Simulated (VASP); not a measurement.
LaB6:

```
La B
1.0
     4.17081    0.00000    0.00000
     0.00000    4.17081    0.00000
     0.00000    0.00000    4.17081
La B
1 6
Direct
  0.00000 0.00000 0.00000
  0.21170 0.50000 0.50000
  0.78830 0.50000 0.50000
  0.50000 0.50000 0.21170
  0.50000 0.50000 0.78830
  0.50000 0.21170 0.50000
  0.50000 0.78830 0.50000
```

```yaml
Program: VASP 6.6.1
Task: relaxation of cell and atoms
Functional: PBE
Potentials_or_basis: VASP PAW PBE potentials, release 64 (La, B)
Cutoff: 600 eV
k_mesh: 6 × 6 × 6
Occupations: gaussian, width 0.05 eV
Spin: no spin polarisation
```

At the start: pressure 2.4 GPa; volume 10.36 Å³/atom.

Problem. How do energy, volume and symmetry change on relaxing?

Solution. Over 8 steps the energy falls by 63.4 meV/atom and the volume is 10.24 Å³/atom (-1.2 %); space group Pm-3m (No. 221, to 0.05 Å).

The path:
```csv
step,energy change (eV),largest force (eV/Å),pressure (GPa),volume (Å³)
1,0.0000,2.9386,2.44,72.55
2,1.2562,6.2194,-2.54,74.22
3,-0.4283,0.0387,-3.41,73.13
4,-0.4286,0.0382,-3.32,73.11
5,-0.4416,0.1152,1.15,71.17
6,-0.4438,0.0690,-0.13,71.70
7,-0.4435,0.1062,0.21,71.62
8,-0.4441,0.0001,0.00,71.67
```

Final structure:
```
La B
1.0
     4.15382    0.00000    0.00000
     0.00000    4.15382    0.00000
     0.00000    0.00000    4.15382
La B
1 6
Direct
  0.00000 0.00000 0.00000
  0.19964 0.50000 0.50000
  0.80036 0.50000 0.50000
  0.50000 0.50000 0.19964
  0.50000 0.50000 0.80036
  0.50000 0.19964 0.50000
  0.50000 0.80036 0.50000
```
